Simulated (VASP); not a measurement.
Wanted: the native input for a VASP 6.6.1 run.

- Task: single point
- Functional: PBE
- Potentials or basis: VASP PAW PBE potentials, release 64 (I)
- Cutoff: 520 eV
- k mesh: 13 × 13 × 13
- Occupations: fermi-dirac, width 0.1 eV
- Spin: no spin polarisation
- Dipole correction: no
- Further INCAR settings: ALGO = Normal; EDIFF = 1e-07; NBANDS = 10

The structure of I lies in POSCAR:

```
I
1.0
   -2.0829554915      2.0829554915      2.0829554915
    2.0829554915     -2.0829554915      2.0829554915
    2.0829554915      2.0829554915     -2.0829554915
I
1
Direct
    0.0000000000      0.0000000000      0.0000000000
```

The input as run:

INCAR

```
SYSTEM = I
PREC = Accurate
ENCUT = 520
EDIFF = 1E-7
ISMEAR = -1
SIGMA = 0.1
LREAL = .False.
LASPH = .True.
NELM = 60
ALGO = Normal
ISIF = 2
LWAVE = .False.
LCHARG = .False.
GGA = PE
NBANDS = 10
```

KPOINTS

```
Automatic mesh
0
Gamma
  13 13 13
  0 0 0
```

Potentials or basis: VASP PAW PBE potentials, release 64 (I).

Launch:

```console
$ cat potpaw_PBE.64/I/POTCAR > POTCAR
$ mpirun -np 1 vasp_std > vasp.out
```

Results of the run:

```yaml
Pressure: 0.0 GPa
```

Caveat: an odd number of electrons without spin polarisation forces a metal; a magnetic or distorted state may lie lower.

It took 14 s on 1 thread of AMD EPYC 9R45 96-Core Processor (Zen 5), on a shared host, peak memory 0.14 GiB.
